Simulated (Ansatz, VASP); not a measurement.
## Two plane-wave programs on Ag

INCAR

```
SYSTEM = Ag
  PREC = Accurate
  ENCUT = 520
  EDIFF = 1E-6
  ISMEAR = -1
  SIGMA = 0.05
  LREAL = .False.
  LASPH = .True.
  NELM = 100
  ALGO = Normal
  ISIF = 2
  LWAVE = .False.
  LCHARG = .False.
  LDIPOL = .True.
  IDIPOL = 3
  DIPOL = 0.5 0.5 0.500
  GGA = PS
  NBANDS = 30
```

KPOINTS

```
Automatic mesh
0
Gamma
  14 10 1
  0 0 0
```

POSCAR

```
Ag
1.0
    2.8669514106      0.0000000000      0.0000000000
    0.0000000000      4.0544815675      0.0000000000
    0.0000000000      0.0000000000     17.0977000000
Ag
4
Direct
    0.2500000000      0.2500000000      0.3801673038
    0.7500000000      0.7500000000      0.4544460028
    0.2500000000      0.2500000000      0.5455539924
    0.7500000000      0.7500000000      0.6198326962
```

Input for Ansatz:

```yaml
crystal:
  lattice:
    - [2.8669514106, 0.0, 0.0]
    - [0.0, 4.0544815675, 0.0]
    - [0.0, 0.0, 17.0977]
  atoms:
    - { symbol: Ag, position: [0.25, 0.25, 0.3801673038] }
    - { symbol: Ag, position: [0.75, 0.75, 0.4544460028] }
    - { symbol: Ag, position: [0.25, 0.25, 0.5455539924] }
    - { symbol: Ag, position: [0.75, 0.75, 0.6198326962] }
kpoints:
  mp_grid: { grid: [14, 10, 1] }
scf:
  occupations: { method: fermi_dirac, width: 0.05 }
hamiltonian:
  xc: pbesol
  pseudopotentials: { kind: paw }
output:
  forces: true
  stress: true
  eigenvalues: true
efield:
  axis: 3
  amplitude: 0
  dipole_correction: true
```

Alike in both runs: task single point; functional PBEsol; k mesh 14 × 10 × 1; occupations fermi-dirac, width 0.05 eV; no spin polarisation.

```csv
,VASP,Ansatz
version,VASP 6.6.1,Ansatz 0.2.0
potentials or method,"VASP PAW PBE potentials, release 64 (Ag)","PAW with Ansatz's default frozen-core files, scalar-relativistic"
plane-wave cutoff (eV),520,420
valence electrons in the cell,44,76
```

|  | VASP | Ansatz | Ansatz less VASP |
| --- | --- | --- | --- |
| rms of the force components (eV/Å) | 0.004 | 0.000 | -0.0042 |

VASP's potentials were made for PBE, not for PBEsol. Atom by atom the forces differ by 0.005 eV/Å (rms over components). VASP's potentials hold 44 valence electrons a cell and Ansatz's 76, so a difference there can come from the potentials and not from the codes.
